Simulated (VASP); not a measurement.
Wanted: the native input for a VASP 6.6.1 run.

```yaml
Task: single point
Functional: PBE
Dispersion: D3(BJ)
Potentials_or_basis: VASP PAW PBE potentials, release 64 (Se, Sn_d, C, H)
Cutoff: 520 eV
k_mesh: 3 × 3 × 1
Occupations: gaussian, width 0.05 eV
Spin: no spin polarisation
Dipole_correction: yes
Further_INCAR_settings: LREAL = Auto; ALGO = Normal; EDIFF = 1e-06; NBANDS = 75
```

The structure of Sn2H3CSe4 lies in POSCAR:

```
Sn2H3CSe4
1.0
    7.6780971925      0.0000000000      0.0000000000
   -3.8390485963      6.6494272215      0.0000000000
    0.0000000000      0.0000000000     23.4600039983
Se Sn C H
8 4 2 6
Direct
    0.3333333333      0.1666666667      0.3410059095
    0.3333333333      0.6666666667      0.3410059095
    0.8333333333      0.1666666667      0.3410059095
    0.8333333333      0.6666666667      0.3410059095
    0.1666142209      0.3334328648      0.4771430913
    0.1655893496      0.8329705367      0.4767297064
    0.6662741150      0.3329313199      0.4771475060
    0.6664377415      0.8332862911      0.4770823797
   -0.0001249303      0.0001850495      0.4089882324
   -0.0002688259      0.4996991066      0.4089961849
    0.4998543486     -0.0000489907      0.4090364279
    0.4998421266      0.4998592751      0.4090471362
    0.3940788557      0.9012629496      0.6882391840
    0.3518565879      0.8828279987      0.6242939690
    0.2947007172      0.9417352174      0.7112478953
    0.5497558107      1.0172473463      0.6976422189
    0.3705214826      0.7590594943      0.7062819841
    0.1958955410      0.7673403125      0.6148652351
    0.4504439577      0.8417160436      0.6010626545
    0.3756721880      1.0250096259      0.6061014135
```

One way to write it, as run:

INCAR

```
SYSTEM = Sn2H3CSe4
PREC = Accurate ; ENCUT = 520
EDIFF = 1E-6 ; ISMEAR = 0
SIGMA = 0.05 ; LREAL = Auto
LASPH = .True. ; NELM = 100
ALGO = Normal ; ISIF = 2
LWAVE = .False. ; LCHARG = .True.
LDIPOL = .True. ; IDIPOL = 3
DIPOL = 0.5 0.5 0.508 ; GGA = PE
IVDW = 12 ; LELF = .True.
LVHAR = .True. ; LVACPOTAV = .True.
NBANDS = 75
```

KPOINTS

```
regular mesh
0
Gamma
  3 3 1
  0 0 0
```

Potentials or basis: VASP PAW PBE potentials, release 64 (Se, Sn_d, C, H).

Command:

```console
$ cat potpaw_PBE.64/Se/POTCAR potpaw_PBE.64/Sn_d/POTCAR potpaw_PBE.64/C/POTCAR potpaw_PBE.64/H/POTCAR > POTCAR
$ mpirun -np 1 vasp_std > vasp.out
```

Results of the run:

- Largest force: 0.032 eV/Å
- Band gap on the k mesh: 0.79 eV (least direct gap 0.85 eV)
- Dispersion energy per atom: -0.162 eV

Caveat: spin-orbit coupling is left out, which moves the levels of the heavy elements.

It took 28 min on 1 thread of AMD EPYC 9R14 (Zen 4), on a shared host, peak memory 1.3 GiB.
